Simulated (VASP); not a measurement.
Here is a VASP 6.6.1 calculation.

INCAR

```
ALGO     = Fast           # electronic algorithm
EDIFF    = 1E-6           # SCF threshold, eV
ENCUT    = 520            # plane-wave cutoff, eV
GGA      = PS             # functional
ISIF     = 2              # what is computed and relaxed
ISMEAR   = 0              # smearing method
LASPH    = True           # aspherical terms in the spheres
LCHARG   = False          # write CHGCAR
LREAL    = False          # projectors in reciprocal space
LWAVE    = False          # write WAVECAR
NBANDS   = 12             # bands
NELM     = 80             # most SCF steps
PREC     = Accurate       # precision mode
SIGMA    = 0.15           # smearing width, eV
```

KPOINTS

```
k-points
0
Gamma
  18 18 18
```

POSCAR

```
Sc
1.0
    0.0000000000      2.3386150000      2.3045575000
    2.3386150000      0.0000000000      2.3045575000
    2.3386150000      2.3386150000      0.0000000000
Sc
1
Direct
    0.0000000000      0.0000000000      0.0000000000
```

Potentials or basis: VASP PAW PBE potentials, release 64 (Sc_sv).

Launch:

```console
$ cat potpaw_PBE.64/Sc_sv/POTCAR > POTCAR
$ mpirun -np 1 vasp_std > vasp.out
```

(1) What does it give for the pressure?

(2) Estimate the band gap on the k mesh.

## Answers

(1) -3.2 GPa.

(2) zero (an odd number of electrons rules out a gap without spin polarisation).

Caveat: the cell differs from its parent crystal (strain +0.030 along x and y, +0.015 along z); the cell stands under tension; the PAW data sets were made with another functional, which shifts forces and pressure a little.
